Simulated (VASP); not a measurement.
# SrCl2 (Fm-3m) in VASP: single point with HSE06

Aim: the single point of SrCl2 with HSE06.

Program: VASP 6.6.1. These are calculated values, not measurements. Logs are shortened: lines on timing, memory, paths and dates and some standing lists are left out, and cuts for length are marked.

## (1) The cell of the first run

Symmetry: Fm-3m, No. 225, cubic system. Conventional cell: a = 7.100 Å, b = 7.100 Å, c = 7.100 Å, α = 90.00°, β = 90.00°, γ = 90.00°. Sr (site symmetry m-3m) has 8 Cl at 3.07 Å within 4.0 Å. Within 4.0 Å of Cl (site symmetry -43m) lie 4 Sr at 3.07 Å and 6 Cl at 3.55 Å.

## (2) Single point, HSE06 (strain +1.5%)

POSCAR

```
SrCl2
1.0
    0.0000000000      3.5501838565      3.5501838565
    3.5501838565      0.0000000000      3.5501838565
    3.5501838565      3.5501838565      0.0000000000
Sr Cl
1 2
Direct
    0.0000000000      0.0000000000      0.0000000000
    0.2500000000      0.2500000000      0.2500000000
    0.7500000000      0.7500000000      0.7500000000
```

INCAR.step1

```
  ALGO = Normal
  EDIFF = 1E-5
  ENCUT = 520
  GGA = PE
  ISIF = 2
  ISMEAR = 0
  LASPH = T
  LCHARG = F
  LREAL = F
  LWAVE = T
  NBANDS = 19
  NELM = 80
  PREC = Accurate
  SIGMA = 0.01
```

INCAR.step2

```
  ALGO = Normal
  EDIFF = 1E-7
  ENCUT = 520
  GGA = PE
  HFSCREEN = 0.2079
  ISIF = 2
  ISMEAR = 0
  ISTART = 1
  LASPH = T
  LCHARG = F
  LHFCALC = T
  LREAL = F
  LWAVE = F
  NBANDS = 19
  NELM = 80
  PREC = Accurate
  PRECFOCK = Normal
  SIGMA = 0.01
```

KPOINTS

```
k-points
0
Gamma
  4 4 4
```

Potentials or basis: VASP PAW PBE potentials, release 64 (Sr_sv, Cl).

Command:

```sh
$ cat potpaw_PBE.64/Sr_sv/POTCAR potpaw_PBE.64/Cl/POTCAR > POTCAR
$ cp INCAR.step1 INCAR
$ mpirun -np 1 vasp_std > vasp.out
$ cp INCAR.step2 INCAR
$ mpirun -np 1 vasp_std > vasp.out
```

OUTCAR:

```text
EDIFF = 1E-7
   ENCUT = 520
   GGA = PE
   HFSCREEN = 0.2079
   ISIF = 2
   ISMEAR = 0
   ISTART = 1
   LASPH = T
   LHFCALC = T
   LREAL = F
   NELM = 80
   PREC = Accurate
   PRECFOCK = Normal

 ion  position               nearest neighbor table
   1  0.000  0.000  0.000-   3 3.07   3 3.07   3 3.07   2 3.07   2 3.07   2 3.07   3 3.07   2 3.07

   2  0.250  0.250  0.250-   1 3.07   1 3.07   1 3.07   1 3.07
   3  0.750  0.750  0.750-   1 3.07   1 3.07   1 3.07   1 3.07

  LATTYP: Found a face centered cubic cell.
 ALAT       =     7.1003677130

  Lattice vectors:

 A1 = (   0.0000000000,   3.5501838565,   3.5501838565)
 A2 = (   3.5501838565,   0.0000000000,   3.5501838565)
 A3 = (   3.5501838565,   3.5501838565,   0.0000000000)

Analysis of symmetry for initial positions (statically):
=====================================================================
 Subroutine PRICEL returns:
 Original cell was already a primitive cell.

 Routine SETGRP: Setting up the symmetry group for a
 face centered cubic supercell.

 Subroutine GETGRP returns: Found 48 space group operations
 (whereof 48 operations were pure point group operations)
 out of a pool of 48 trial point group operations.

The static configuration has the point symmetry O_h .

Analysis of symmetry for dynamics (positions and initial velocities):
=====================================================================
 Subroutine PRICEL returns:
 Original cell was already a primitive cell.

 Routine SETGRP: Setting up the symmetry group for a
 face centered cubic supercell.

 Subroutine GETGRP returns: Found 48 space group operations
 (whereof 48 operations were pure point group operations)
 out of a pool of 48 trial point group operations.

The dynamic configuration has the point symmetry O_h .

 Subroutine INISYM returns: Found 48 space group operations
 (whereof 48 operations are pure point group operations),
 and found     1 'primitive' translations

----------------------------------------------------------------------------------------

                                     Primitive cell

  volume of cell :      89.4917

  direct lattice vectors                    reciprocal lattice vectors
     0.000000000  3.550183856  3.550183856    -0.140837776  0.140837776  0.140837776
     3.550183856  0.000000000  3.550183856     0.140837776 -0.140837776  0.140837776
     3.550183856  3.550183856  0.000000000     0.140837776  0.140837776 -0.140837776

  length of vectors
     5.020718159  5.020718159  5.020718159     0.243938184  0.243938184  0.243938184

  position of ions in fractional coordinates (direct lattice)
     0.000000000  0.000000000  0.000000000
     0.250000000  0.250000000  0.250000000
     0.750000000  0.750000000  0.750000000

  ion indices of the primitive-cell ions
   primitive index   ion index
                 1           1
                 2           2
                 3           3

----------------------------------------------------------------------------------------

 KPOINTS: k-points

Automatic generation of k-mesh.
 Grid dimensions read from file:
 generate k-points for:    4    4    4

 Generating k-lattice:

  Cartesian coordinates                     Fractional coordinates (reciprocal lattice)
    -0.035209444  0.035209444  0.035209444     0.250000000  0.000000000  0.000000000
     0.035209444 -0.035209444  0.035209444     0.000000000  0.250000000  0.000000000
     0.035209444  0.035209444 -0.035209444     0.000000000  0.000000000  0.250000000

  Length of vectors
     0.060984546  0.060984546  0.060984546

  Shift w.r.t. Gamma in fractional coordinates (k-lattice)
     0.000000000  0.000000000  0.000000000

 Subroutine IBZKPT returns following result:
 ===========================================

 Found      8 irreducible k-points:

 Following reciprocal coordinates:
            Coordinates               Weight
  0.000000  0.000000  0.000000      1.000000
  0.250000  0.000000  0.000000      8.000000
  0.500000  0.000000  0.000000      4.000000
  0.250000  0.250000  0.000000      6.000000
  0.500000  0.250000  0.000000     24.000000
 -0.250000  0.250000  0.000000     12.000000
  0.500000  0.500000  0.000000      3.000000
 -0.250000  0.500000  0.250000      6.000000
   k-points           NKPTS =      8   k-points in BZ     NKDIM =     64   number of bands    NBANDS=     19
   number of dos      NEDOS =    301   number of ions     NIONS =      3
   total plane-waves  NPLWV =  64000
   dimension x,y,z NGX =    40 NGY =   40 NGZ =   40
   dimension x,y,z NGXF=    80 NGYF=   80 NGZF=   80
   ions per type =               1   2
   NGX,Y,Z   is equivalent  to a cutoff of  13.24, 13.24, 13.24 a.u.
   NGXF,Y,Z  is equivalent  to a cutoff of  26.49, 26.49, 26.49 a.u.
 SYSTEM =  unknown system
   PREC   = accura    normal or accurate (medium, high low for compatibility)
   ISTART =      1    job   : 0-new  1-cont  2-samecut
   ICHARG =      0    charge: 1-file 2-atom 10-const
   ISPIN  =      1    spin polarized calculation?
   LNONCOLLINEAR =      F non collinear calculations
   LSORBIT =      F    spin-orbit coupling
   LASPH  =      T    aspherical Exc in radial PAW
   ENCUT  =  520.0 eV  38.22 Ry    6.18 a.u.   9.34  9.34  9.34*2*pi/ulx,y,z
   NELM   =     80;   NELMIN=  2; NELMDL=  0     # of ELM steps
   EDIFF  = 0.1E-06   stopping-criterion for ELM
   LREAL  =      F    real-space projection
   EDIFFG = 0.1E-05   stopping-criterion for IOM
   NSW    =      0    number of steps for IOM
   IBRION =     -1    ionic relax: 0-MD 1-quasi-New 2-CG
   NFREE  =      0    steps in history (QN), initial steepest desc. (CG)
   ISIF   =      2    stress and relaxation
   ISYM   =      3    0-nonsym 1-usesym 2-fastsym
   POTIM  = 0.5000    time-step for ionic-motion
   TEBEG  =    0.0;   TEEND  =   0.0 temperature during run
   PSTRESS=    0.0 pullay stress
   NELECT =      24.0000    total number of electrons
   NUPDOWN=      -1.0000    fix difference up-down
   EMIN   =  10.00;   EMAX   =-10.00  energy-range for DOS
   EFERMI =   0.00;   METHOD = LEGACY
   ISMEAR =     0;   SIGMA  =   0.01  broadening in eV -4-tet -1-fermi 0-gaus
   EFERMI_NEDOS =   21; number of points for ismear=-14 and -15
   IALGO  =     38    algorithm
   IMIX   =      1    mixing-type and parameters
     AMIX     =   0.40;   BMIX     =  1.00
     AMIX_MAG =   1.60;   BMIX_MAG =  1.00
  volume/ion in A,a.u.               =      29.83       201.31
  Fermi-wavevector in a.u.,A,eV,Ry     =   1.055726  1.995032 15.164463  1.114557
  Thomas-Fermi vector in A             =   2.190935
   LORBIT       =      0    0 simple, 1 ext, 2 COOP (PROOUT), +10 PAW based schemes
   GGA     = PE    functional components
   LHFCALC =     T    Hartree Fock is set to
   PRECFOCK=normal    Normal, Fast or Accurate (Low or Medium for compatibility)
   ENCUT4O =  -1.0   cutoff for four orbital integrals eV
   NKREDX  =     1    reduce k-point grid by
   NKREDY  =     1    reduce k-point grid by
   NKREDZ  =     1    reduce k-point grid by
   AEXX    =    0.2500 exact exchange contribution
   HFSCREEN=    0.2079 screening length (either q_TF or 0.3 A-1)
   HFSCREENC=   0.2079 screening length for correlation (either q_TF or 0.3 A-1)
   ENCUTFOCK=  -1.0 apply spherical cutoff to Coloumb kernel
   IVDW    =     0    specifies the selected vdW correction
   LEPSILON=     F    determine dielectric tensor
   LRPA    =     F    only Hartree local field effects (RPA)
 non-spin polarized calculation
 Gauss-broadening in eV      SIGMA  =   0.01
  energy-cutoff  :      520.00
  volume of cell :       89.49
 maximum number of plane-waves:      2450
 NGX is ok and might be reduce to    40
  NGX = 30; NGY = 30; NGZ = 30

 number of electron      23.9999997 magnetization

 Free energy of the ion-electron system (eV)
  ---------------------------------------------------
  ext. energy  EPLUGINS =         0.00000000
  ---------------------------------------------------
  free energy    TOTEN  =       -14.80136298 eV

  energy without entropy =      -14.80136298  energy(sigma->0) =      -14.80136298

 E-fermi :  -0.9473     XC(G=0):  -6.7262

 val. band max:       -1.1048443089   @ k =   0.5000   0.5000   0.0000
 cond. band min:       5.3033570912   @ k =   0.0000   0.0000   0.0000
 fundamental gap:      6.4082014002
 Fermi energy:        -0.9472987697

 k-point     1 :       0.0000    0.0000    0.0000
  band No.  band energies     occupation
      1     -36.2416      2.00000
      2     -16.9375      2.00000
      3     -16.9375      2.00000
      4     -16.9375      2.00000
      5     -15.4889      2.00000
      6     -14.6749      2.00000
[... 11 lines left out ...]
     18       9.1670      0.00000
     19       9.5959      0.00000

 k-point     2 :       0.2500    0.0000    0.0000
  band No.  band energies     occupation
      1     -36.2402      2.00000
      2     -17.1011      2.00000
      3     -16.9441      2.00000
      4     -16.9441      2.00000
      5     -15.2183      2.00000
      6     -14.7676      2.00000
[... 11 lines left out ...]
     18       8.9025      0.00000
     19       9.7531      0.00000

 k-point     3 :       0.5000    0.0000    0.0000
  band No.  band energies     occupation
      1     -36.2389      2.00000
      2     -17.2220      2.00000
      3     -16.9507      2.00000
      4     -16.9507      2.00000
      5     -15.1031      2.00000
      6     -14.7377      2.00000
[... 11 lines left out ...]
     18       8.8980      0.00000
     19       8.8980      0.00000

 k-point     4 :       0.2500    0.2500    0.0000
  band No.  band energies     occupation
      1     -36.2398      2.00000
      2     -17.1394      2.00000
      3     -16.9531      2.00000
      4     -16.9531      2.00000
      5     -15.1017      2.00000
      6     -14.8223      2.00000
[... 11 lines left out ...]
     18       8.7165      0.00000
     19       9.2313      0.00000

 k-point     5 :       0.5000    0.2500    0.0000
  band No.  band energies     occupation
      1     -36.2385      2.00000
      2     -17.2014      2.00000
      3     -17.0277      2.00000
      4     -16.9597      2.00000
      5     -14.9451      2.00000
      6     -14.8168      2.00000
[... 11 lines left out ...]
     18       9.0012      0.00000
     19       9.8106      0.00000

 k-point     6 :      -0.2500    0.2500    0.0000
  band No.  band energies     occupation
      1     -36.2389      2.00000
      2     -17.1475      2.00000
      3     -17.0465      2.00000
      4     -16.9508      2.00000
      5     -14.9796      2.00000
      6     -14.8356      2.00000
[... 11 lines left out ...]
     18       8.8288      0.00000
     19      10.0429      0.00000

 k-point     7 :       0.5000    0.5000    0.0000
  band No.  band energies     occupation
      1     -36.2380      2.00000
      2     -17.2860      2.00000
      3     -16.9687      2.00000
      4     -16.9687      2.00000
      5     -14.9609      2.00000
      6     -14.7539      2.00000
[... 11 lines left out ...]
     18       8.6809      0.00000
     19       9.9343      0.00000

 k-point     8 :      -0.2500    0.5000    0.2500
  band No.  band energies     occupation
      1     -36.2380      2.00000
      2     -17.1368      2.00000
      3     -17.1368      2.00000
      4     -16.9689      2.00000
      5     -14.8483      2.00000
      6     -14.8483      2.00000
[... 11 lines left out ...]
     18       9.5719      0.00000
     19      10.8018      0.00000

------------------------ aborting loop because EDIFF is reached ----------------------------------------

  FORCE on cell =-STRESS in cart. coord.  units (eV):
  Direction    XX          YY          ZZ          XY          YZ          ZX
  --------------------------------------------------------------------------------------
  -------------------------------------------------------------------------------------
  Total       -0.6876591     -0.6876591     -0.6876591     -0.0000000      0.0000000      0.0000000
  in kB      -12.3112247    -12.3112247    -12.3112247     -0.0000000      0.0000000      0.0000000
  external PRESSURE =     -12.3112247 kB  Pullay stress =       0.0000000 kB

 VOLUME and BASIS-vectors are now :
 -----------------------------------------------------------------------------
  energy-cutoff  :      520.00
  volume of cell :       89.49
      direct lattice vectors                 reciprocal lattice vectors
     0.000000000  3.550183856  3.550183856    -0.140837776  0.140837776  0.140837776
     3.550183856  0.000000000  3.550183856     0.140837776 -0.140837776  0.140837776
     3.550183856  3.550183856  0.000000000     0.140837776  0.140837776 -0.140837776

 POSITION                                       TOTAL-FORCE (eV/Angst)
 -----------------------------------------------------------------------------------
      0.00000      0.00000      0.00000        -0.000000     -0.000000      0.000000
      1.77509      1.77509      1.77509        -0.000000     -0.000000     -0.000000
      5.32528      5.32528      5.32528         0.000000      0.000000      0.000000
 -----------------------------------------------------------------------------------
    total drift:                                0.000000      0.000000      0.000000

  FREE ENERGIE OF THE ION-ELECTRON SYSTEM (eV)
  ---------------------------------------------------
  free  energy   TOTEN  =       -14.8013629783 eV

  energy  without entropy=      -14.8013629783  energy(sigma->0) =      -14.80136298
```

Run time: 29 min. Hardware: 1 thread of Intel Xeon Platinum 8259CL at 2.50GHz (Skylake/Cascade Lake), shared host; peak memory 0.35 GiB.

What came out:

- Free energy: -14.8014 eV
- Pressure: -1.2 GPa
- Band gap on the k mesh: 6.41 eV (least direct gap 6.75 eV)

Caveat: the cell differs from its parent crystal (strain +1.5%); the structure was generated, so it needn't be the stable form of SrCl2; the PAW data sets were made with another functional, which shifts forces and pressure a little. A k mesh can miss the band edges.
